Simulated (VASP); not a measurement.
# HfB2 (P6/mmm) in VASP: notebook

Aim: see how the results for HfB2 move with the level of theory and the settings. Levels: revpbe exchange, lda correlation, BHLYP, PBE0. Tasks: single point.

Program: VASP 6.6.1. These are calculated values, not measurements. Logs are shortened: lines on timing, memory, paths and dates and some standing lists are left out, and cuts for length are marked.

### 1 The cell of the first run

The structure is hexagonal, space group P6/mmm (No. 191). Conventional cell: a = 3.140 Å, b = 3.140 Å, c = 3.480 Å, α = 90.00°, β = 90.00°, γ = 120.00°. Within 3.3 Å of Hf (site symmetry 6/mmm) lie 12 B at 2.51 Å and 6 Hf at 3.14 Å. B (site symmetry -6m2) has 3 B at 1.81 Å within 2.4 Å.

### 2 Single point, revpbe exchange, lda correlation, non-collinear spin, typed start

File INCAR:

```
PREC = Accurate
ENCUT = 500
EDIFF = 1E-6
ISMEAR = -1
SIGMA = 0.025
LREAL = False
LASPH = True
NELM = 200
ALGO = Normal
ISIF = 2
LWAVE = False
LCHARG = True
LNONCOLLINEAR = True
MAGMOM = 0.289 0.289 0.289 0 0 0 0 0 0
LORBIT = 11
LMAXMIX = 4
GGA = LIBXC
LIBXC1 = GGA_X_PBE_R
LIBXC2 = LDA_C_PW
LVHAR = True
NBANDS = 29
GGA_COMPAT = False
```

File KPOINTS:

```
regular mesh
0
Gamma
  8 8 6
```

File POSCAR:

```
HfB2
1.0
    3.1400000000      0.0000000000      0.0000000000
   -1.5700000000      2.7193197679      0.0000000000
    0.0000000000      0.0000000000      3.4800000000
Hf B
1 2
Direct
    0.0000000000      0.0000000000      0.0000000000
    0.6666666667      0.3333333333      0.5000000000
    0.3333333333      0.6666666667      0.5000000000
```

Potentials or basis: VASP PAW PBE potentials, release 64 (Hf_pv, B).

Started as:

```bash
$ cat potpaw_PBE.64/Hf_pv/POTCAR potpaw_PBE.64/B/POTCAR > POTCAR
$ mpirun -np 1 vasp_ncl > vasp.out
```

OUTCAR:

```text
PREC = Accurate
   ENCUT = 500
   EDIFF = 1E-6
   ISMEAR = -1
   LREAL = False
   LASPH = True
   NELM = 200
   ISIF = 2
   LNONCOLLINEAR = True
   LORBIT = 11
   GGA = LIBXC

 ion  position               nearest neighbor table
   1  0.000  0.000  0.000-   2 2.51   3 2.51   2 2.51   3 2.51   2 2.51   2 2.51   3 2.51   3 2.51
                             2 2.51   2 2.51   3 2.51   3 2.51
   2  0.667  0.333  0.500-   3 1.81   3 1.81   3 1.81   1 2.51   1 2.51   1 2.51   1 2.51   1 2.51
                             1 2.51
   3  0.333  0.667  0.500-   2 1.81   2 1.81   2 1.81   1 2.51   1 2.51   1 2.51   1 2.51   1 2.51
                             1 2.51

  LATTYP: Found a hexagonal cell.
 ALAT       =     3.1400000000
 C/A-ratio  =     1.1082802548

  Lattice vectors:

 A1 = (   3.1400000000,   0.0000000000,   0.0000000000)
 A2 = (  -1.5700000000,   2.7193197679,   0.0000000000)
 A3 = (   0.0000000000,   0.0000000000,   3.4800000000)

Analysis of symmetry for initial positions (statically):
=====================================================================
 Subroutine PRICEL returns:
 Original cell was already a primitive cell.

 Routine SETGRP: Setting up the symmetry group for a
 hexagonal supercell.

 Subroutine GETGRP returns: Found 24 space group operations
 (whereof 24 operations were pure point group operations)
 out of a pool of 24 trial point group operations.

The static configuration has the point symmetry D_6h.

Analysis of symmetry for dynamics (positions and initial velocities):
=====================================================================
 Subroutine PRICEL returns:
 Original cell was already a primitive cell.

 Routine SETGRP: Setting up the symmetry group for a
 hexagonal supercell.

 Subroutine GETGRP returns: Found 24 space group operations
 (whereof 24 operations were pure point group operations)
 out of a pool of 24 trial point group operations.

The dynamic configuration has the point symmetry D_6h.

Analysis of structural, dynamic, and magnetic symmetry:
=====================================================================
 Subroutine PRICEL returns:
 Original cell was already a primitive cell.

 Routine SETGRP: Setting up the symmetry group for a
 hexagonal supercell.

 Subroutine GETGRP returns: Found  2 space group operations
 (whereof  2 operations were pure point group operations)
 out of a pool of 24 trial point group operations.

The overall configuration has the point symmetry S_2 .

 Subroutine INISYM returns: Found  2 space group operations
 (whereof  2 operations are pure point group operations),
 and found     1 'primitive' translations

----------------------------------------------------------------------------------------

                                     Primitive cell

  volume of cell :      29.7146

  direct lattice vectors                    reciprocal lattice vectors
     3.140000000  0.000000000  0.000000000     0.318471338  0.183869512  0.000000000
    -1.570000000  2.719319768  0.000000000     0.000000000  0.367739025  0.000000000
     0.000000000  0.000000000  3.480000000     0.000000000  0.000000000  0.287356322

  length of vectors
     3.140000000  3.140000000  3.480000000     0.367739025  0.367739025  0.287356322

  position of ions in fractional coordinates (direct lattice)
     0.000000000  0.000000000  0.000000000
     0.666666667  0.333333333  0.500000000
     0.333333333  0.666666667  0.500000000

  ion indices of the primitive-cell ions
   primitive index   ion index
                 1           1
                 2           2
                 3           3

----------------------------------------------------------------------------------------

 KPOINTS: regular mesh

Automatic generation of k-mesh.
 Grid dimensions read from file:
 generate k-points for:    8    8    6

 Generating k-lattice:

  Cartesian coordinates                     Fractional coordinates (reciprocal lattice)
     0.039808917  0.022983689  0.000000000     0.125000000  0.000000000  0.000000000
     0.000000000  0.045967378  0.000000000     0.000000000  0.125000000  0.000000000
     0.000000000  0.000000000  0.047892720     0.000000000  0.000000000  0.166666667

  Length of vectors
     0.045967378  0.045967378  0.047892720

  Shift w.r.t. Gamma in fractional coordinates (k-lattice)
     0.000000000  0.000000000  0.000000000

 Subroutine IBZKPT returns following result:
 ===========================================

 Found    196 irreducible k-points:

 Following reciprocal coordinates:
            Coordinates               Weight
  0.000000  0.000000  0.000000      1.000000
  0.125000  0.000000  0.000000      2.000000
  0.000000  0.125000  0.000000      2.000000
 -0.125000  0.125000  0.000000      2.000000
  0.250000  0.000000  0.000000      2.000000
  0.000000  0.250000  0.000000      2.000000
[... 16 lines left out ...]
  0.375000  0.125000  0.000000      2.000000
 -0.125000  0.500000  0.000000      2.000000
 [... further k-points ...]
   k-points           NKPTS =    196   k-points in BZ     NKDIM =    196   number of bands    NBANDS=     29
   number of dos      NEDOS =    301   number of ions     NIONS =      3
   total plane-waves  NPLWV =  16128
   dimension x,y,z NGX =    24 NGY =   24 NGZ =   28
   dimension x,y,z NGXF=    48 NGYF=   48 NGZF=   56
   ions per type =               1   2
   NGX,Y,Z   is equivalent  to a cutoff of  12.71, 12.71, 13.38 a.u.
   NGXF,Y,Z  is equivalent  to a cutoff of  25.41, 25.41, 26.75 a.u.
 SYSTEM =  unknown system
   PREC   = accura    normal or accurate (medium, high low for compatibility)
   ISTART =      0    job   : 0-new  1-cont  2-samecut
   ICHARG =      2    charge: 1-file 2-atom 10-const
   ISPIN  =      1    spin polarized calculation?
   LNONCOLLINEAR =      T non collinear calculations
   LSORBIT =      F    spin-orbit coupling
   LASPH  =      T    aspherical Exc in radial PAW
   ENCUT  =  500.0 eV  36.75 Ry    6.06 a.u.   5.72  5.72  6.34*2*pi/ulx,y,z
   NELM   =    200;   NELMIN=  2; NELMDL= -5     # of ELM steps
   EDIFF  = 0.1E-05   stopping-criterion for ELM
   LREAL  =      F    real-space projection
   EDIFFG = 0.1E-04   stopping-criterion for IOM
   NSW    =      0    number of steps for IOM
   IBRION =     -1    ionic relax: 0-MD 1-quasi-New 2-CG
   NFREE  =      0    steps in history (QN), initial steepest desc. (CG)
   ISIF   =      2    stress and relaxation
   ISYM   =      2    0-nonsym 1-usesym 2-fastsym
   POTIM  = 0.5000    time-step for ionic-motion
   TEBEG  =    0.0;   TEEND  =   0.0 temperature during run
   PSTRESS=    0.0 pullay stress
   NELECT =      16.0000    total number of electrons
   NUPDOWN=      -1.0000    fix difference up-down
   EMIN   =  10.00;   EMAX   =-10.00  energy-range for DOS
   EFERMI =   0.00;   METHOD = LEGACY
   ISMEAR =    -1;   SIGMA  =   0.03  broadening in eV -4-tet -1-fermi 0-gaus
   EFERMI_NEDOS =   21; number of points for ismear=-14 and -15
   IALGO  =     38    algorithm
   IMIX   =      4    mixing-type and parameters
     AMIX     =   0.40;   BMIX     =  1.00
     AMIX_MAG =   1.60;   BMIX_MAG =  1.00
  volume/ion in A,a.u.               =       9.90        66.84
  Fermi-wavevector in a.u.,A,eV,Ry     =   1.331860  2.516850 24.134693  1.773850
  Thomas-Fermi vector in A             =   2.460838
   LORBIT       =     11    0 simple, 1 ext, 2 COOP (PROOUT), +10 PAW based schemes
   GGA     = LIBXC    functional components
   LHFCALC =     F    Hartree Fock is set to
   AEXX    =    0.0000 exact exchange contribution
   IVDW    =     0    specifies the selected vdW correction
   LEPSILON=     F    determine dielectric tensor
   LRPA    =     F    only Hartree local field effects (RPA)
  energy-cutoff  :      500.00
  volume of cell :       29.71
 maximum number of plane-waves:      1538
   NGX = 11   NGY = 11   NGZ = 13

 number of electron      15.9999998 magnetization      -0.0000154     -0.0000160     -0.0000182

 number of electron      15.9999998 magnetization       0.0000223      0.0000245      0.0000219

 Free energy of the ion-electron system (eV)
  ---------------------------------------------------
  ext. energy  EPLUGINS =         0.00000000
  ---------------------------------------------------
  free energy    TOTEN  =       -21.95119931 eV

  energy without entropy =      -21.95031060  energy(sigma->0) =      -21.95075495

 E-fermi :   7.9617     XC(G=0): -12.3810

 val. band max:        7.6954248858   @ k =  -0.1250   0.0000   0.3333
 cond. band min:       7.9892671782   @ k =   0.3750   0.1250   0.0000
 fundamental gap:      0.2938422924
 Fermi energy:         7.9617079044

 k-point     1 :       0.0000    0.0000    0.0000
  band No.  band energies     occupation
      1     -23.2007      1.00000
      2     -23.2006      1.00000
      3     -22.7233      1.00000
      4     -22.7233      1.00000
      5     -22.7233      1.00000
      6     -22.7233      1.00000
[... 733 lines left out ...]
     27      16.8438      0.00000
     28      16.8438      0.00000

 [... further k-points ...]

 [bands above 28 left out]

------------------------ aborting loop because EDIFF is reached ----------------------------------------

  FORCE on cell =-STRESS in cart. coord.  units (eV):
  Direction    XX          YY          ZZ          XY          YZ          ZX
  --------------------------------------------------------------------------------------
  -------------------------------------------------------------------------------------
  Total        2.0292887      2.0292888      2.9377644      0.0000031     -0.0000003      0.0000019
  in kB      109.4171105    109.4171181    158.4011642      0.0001665     -0.0000158      0.0001024
  external PRESSURE =     125.7451309 kB  Pullay stress =       0.0000000 kB

 VOLUME and BASIS-vectors are now :
 -----------------------------------------------------------------------------
  energy-cutoff  :      500.00
  volume of cell :       29.71
      direct lattice vectors                 reciprocal lattice vectors
     3.140000000  0.000000000  0.000000000     0.318471338  0.183869512  0.000000000
    -1.570000000  2.719319768  0.000000000     0.000000000  0.367739025  0.000000000
     0.000000000  0.000000000  3.480000000     0.000000000  0.000000000  0.287356322

 POSITION                                       TOTAL-FORCE (eV/Angst)
 -----------------------------------------------------------------------------------
      0.00000      0.00000      0.00000         0.000000      0.000000      0.000000
      1.57000      0.90644      1.74000        -0.000000     -0.000000     -0.000001
     -0.00000      1.81288      1.74000         0.000000      0.000000      0.000001
 -----------------------------------------------------------------------------------
    total drift:                               -0.000000      0.000000     -0.000000

  FREE ENERGIE OF THE ION-ELECTRON SYSTEM (eV)
  ---------------------------------------------------
  free  energy   TOTEN  =       -21.9511993079 eV

  energy  without entropy=      -21.9503105959  energy(sigma->0) =      -21.95075495

 total charge

# of ion       s       p       d       tot
------------------------------------------
    1        0.290   6.565   1.838   8.693
    2        0.675   1.300   0.000   1.975
    3        0.675   1.300   0.000   1.975
--------------------------------------------------
tot          1.640   9.166   1.838  12.644

 magnetization (x)

# of ion       s       p       d       tot
------------------------------------------
    1        0.000   0.000   0.000   0.000
    2        0.000   0.000   0.000   0.000
    3        0.000   0.000   0.000   0.000
--------------------------------------------------
tot          0.000   0.000   0.000   0.000

 magnetization (y)

# of ion       s       p       d       tot
------------------------------------------
    1        0.000   0.000   0.000   0.000
    2        0.000   0.000   0.000   0.000
    3        0.000   0.000   0.000   0.000
--------------------------------------------------
tot          0.000   0.000   0.000   0.000

 magnetization (z)

# of ion       s       p       d       tot
------------------------------------------
    1       -0.000   0.000   0.000   0.000
    2        0.000   0.000   0.000   0.000
    3        0.000   0.000   0.000   0.000
--------------------------------------------------
tot          0.000   0.000   0.000   0.000
```

Run time: 2 min. Hardware: 1 thread of Intel Xeon 6975P-C (Granite Rapids), shared host; peak memory 0.37 GiB.

What came out:

```
Free energy                                           : -21.9512 eV
Pressure                                              : 12.6 GPa
Band gap on the k mesh                                : zero (bands 16 and 17 overlap by 0.63 eV)
Net moment                                            : 0.00 μB per cell
Valence electrons inside the program's atomic spheres : Hf 8.69; B 1.98
```

Stress tensor (GPa, compression positive):
```
10.94  0.00  0.00
 0.00 10.94  0.00
 0.00  0.00 15.84
```

Moments on the atoms (μB; x, y, z):
```
Hf  0.00 0.00 0.00
B   0.00 0.00 0.00
B   0.00 0.00 0.00
```

Caveat: the cell stands under pressure; the PAW data sets were made with another functional, which shifts forces and pressure a little; spin-orbit coupling is left out, which moves the levels of the heavy elements.

### 3 Single point, BHLYP, non-collinear spin, zero start, spin-orbit coupling

POSCAR is that of step 2.

File INCAR.step1:

```
SYSTEM = HfB2
PREC = Accurate ; ENCUT = 420
EDIFF = 1E-5 ; ISMEAR = 0
SIGMA = 0.01 ; LREAL = .False.
LASPH = .True. ; NELM = 200
ALGO = Normal ; ISIF = 2
LWAVE = .True. ; LCHARG = .False.
MAGMOM = 0 0 0 0 0 0 0 0 0 ; LORBIT = 11
LSORBIT = .True. ; GGA_COMPAT = .False.
LORBMOM = .True. ; LMAXMIX = 4
NBANDS = 29 ; GGA = PE
KPAR = 4
```

File INCAR.step2:

```
SYSTEM = HfB2
PREC = Accurate ; ENCUT = 420
EDIFF = 1E-6 ; ISMEAR = 0
SIGMA = 0.01 ; LREAL = .False.
LASPH = .True. ; NELM = 200
ALGO = Normal ; ISIF = 2
LWAVE = .False. ; LCHARG = .False.
MAGMOM = 0 0 0 0 0 0 0 0 0 ; LORBIT = 11
LSORBIT = .True. ; GGA_COMPAT = .False.
LORBMOM = .True. ; LMAXMIX = 4
GGA = B5 ; LHFCALC = .True.
AEXX = 0.5 ; ALDAX = 0.5
AGGAX = 0.5 ; AGGAC = 1.0
ALDAC = 0.0 ; PRECFOCK = Normal
NBANDS = 29 ; ISTART = 1
KPAR = 4
```

File KPOINTS:

```
Automatic mesh
0
Gamma
  6 6 5
  0 0 0
```

Potentials or basis: VASP PAW PBE potentials, release 64 (Hf_pv, B).

Started as:

```bash
$ cat potpaw_PBE.64/Hf_pv/POTCAR potpaw_PBE.64/B/POTCAR > POTCAR
$ cp INCAR.step1 INCAR
$ mpirun -np 4 vasp_ncl > vasp.out
$ cp INCAR.step2 INCAR
$ mpirun -np 4 vasp_ncl > vasp.out
```

Wall time 20 min (4 MPI ranks of Intel Xeon Platinum 8559C (Emerald Rapids), shared host); peak memory 0.22 GiB.

The run converged. Its results:

| Item | Value |
| --- | --- |
| Free energy | -33.6486 eV |
| Pressure | -1.2 GPa |
| Net moment | 0.01 μB per cell |
| Valence electrons inside the program's atomic spheres | Hf 8.77; B 1.96 |

Stress tensor (GPa, compression positive):
```
-1.89  0.00  0.00
 0.00 -1.89  0.00
 0.00  0.00  0.26
```

Moments on the atoms (μB; x, y, z):
```
Hf  0.00 0.00 0.00
B   0.00 0.00 0.00
B   0.00 0.00 0.00
```

Caveat: the k points lie up to 0.39 Å⁻¹ apart; the PAW data sets were made with another functional, which shifts forces and pressure a little.

[end of part 1 of 2]
